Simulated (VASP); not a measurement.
Write the native input for VASP 6.6.1 that does the following.

| Property | Result |
| --- | --- |
| Task | single point |
| Functional | PBE |
| Potentials or basis | VASP PAW PBE potentials, release 64 (Fe_sv, O) |
| Cutoff | 600 eV |
| k mesh | 5 × 5 × 3 |
| Occupations | gaussian, width 0.05 eV |
| Spin | collinear spin, ferromagnetic start |
| Starting moments | [4.0, 4.0, 0.0, 0.0] μB |
| Hubbard terms | Fe d U = 4.0 eV |
| Dipole correction | no |
| Second run | valence_matched |
| Further INCAR settings | ALGO = Normal; EDIFF = 1e-06; NBANDS = 34 |

The structure of FeO (Wuestite) lies in POSCAR:

```
FeO
1.0
    0.0000000000      2.2025485817     -2.2025485817
    0.0000000000      2.2025485817      2.2025485817
    4.4050971634      0.0000000000      0.0000000000
Fe O
2 2
Direct
    0.0000000000      0.0000000000      0.0000000000
    0.5000000000      0.5000000000      0.5000000000
    0.0000000000      1.0000000000      0.5000000000
    0.5000000000      1.5000000000      1.0000000000
```

The input as run:

INCAR

```
ALGO     = Normal         # electronic algorithm
EDIFF    = 1E-6           # SCF threshold, eV
ENCUT    = 600            # plane-wave cutoff, eV
GGA      = PE             # functional
GGA_COMPAT= False        
ISIF     = 2              # what is computed and relaxed
ISMEAR   = 0              # smearing method
ISPIN    = 2              # spin polarisation
LASPH    = True           # aspherical terms in the spheres
LCHARG   = False          # write CHGCAR
LDAU     = True           # DFT+U
LDAUJ    = 0 0          
LDAUL    = 2 -1           # shell
LDAUPRINT= 1            
LDAUTYPE = 2            
LDAUU    = 4 0            # U, eV
LMAXMIX  = 4              # l up to which the mixer works
LORBIT   = 11             # projections on sites
LREAL    = False          # projectors in reciprocal space
LWAVE    = False          # write WAVECAR
MAGMOM   = 4 4 0 0        # initial moments
NBANDS   = 34             # bands
NELM     = 200            # most SCF steps
PREC     = Accurate       # precision mode
SIGMA    = 0.05           # smearing width, eV
```

KPOINTS

```
k-points
0
Gamma
  5 5 3
```

Potentials or basis: VASP PAW PBE potentials, release 64 (Fe_sv, O).

The run is started by

```bash
$ cat potpaw_PBE.64/Fe_sv/POTCAR potpaw_PBE.64/O/POTCAR > POTCAR
$ mpirun -np 1 vasp_std > vasp.out
```

Results of the run:

```json
{
  "Pressure": "-11.4 GPa",
  "Band gap on the k mesh": "zero (filled and empty bands overlap)",
  "Net moment": "8.03 μB per cell",
  "Site moments": "Fe +3.66; O +0.21 μB",
  "Valence electrons inside the program's atomic spheres": "Fe 13.58; O 4.98"
}
```

Caveat: the k points lie up to 0.48 Å⁻¹ apart; only a ferromagnetic start was run, and an antiferromagnetic order may lie lower in energy.

Wall time 5.7 min on 1 thread of AMD EPYC 7R43 64-Core Processor (Zen 3), on a shared host, peak memory 0.16 GiB.
